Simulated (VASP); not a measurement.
Input of a VASP 6.6.1 run:

The input INCAR:

```
SYSTEM = BN
PREC     = Accurate       ! precision mode
ENCUT    = 520            ! plane-wave cutoff, eV
EDIFF    = 1E-7           ! SCF threshold, eV
ISMEAR   = 0              ! smearing method
SIGMA    = 0.05           ! smearing width, eV
LREAL    = .False.        ! projectors in reciprocal space
LASPH    = .True.         ! aspherical terms in the spheres
NELM     = 100            ! most SCF steps
ALGO     = Normal         ! electronic algorithm
ISIF     = 2              ! what is computed and relaxed
LWAVE    = .False.        ! write WAVECAR
LCHARG   = .False.        ! write CHGCAR
GGA      = PE             ! functional
NBANDS   = 11             ! bands
```

The input KPOINTS:

```
regular mesh
0
Gamma
  12 12 12
  0 0 0
```

POSCAR

```
BN
1.0
    0.0000000000      1.7524591278      1.7524591278
    1.7524591278      0.0000000000      1.7524591278
    1.7524591278      1.7524591278      0.0000000000
B N
1 1
Direct
    0.0000000000      0.0000000000      0.0000000000
    0.7500000000      0.7500000000      0.7500000000
```

Potentials or basis: VASP PAW PBE potentials, release 64 (B, N).

The run is started by

```console
$ cat potpaw_PBE.64/B/POTCAR potpaw_PBE.64/N/POTCAR > POTCAR
$ mpirun -np 1 vasp_std > vasp.out
```

What does it give for the pressure?

45.6 GPa.

What does it give for the band gap on the k mesh?

4.55 eV, indirect (least direct gap 9.26 eV).

 A k mesh can miss the band edges.
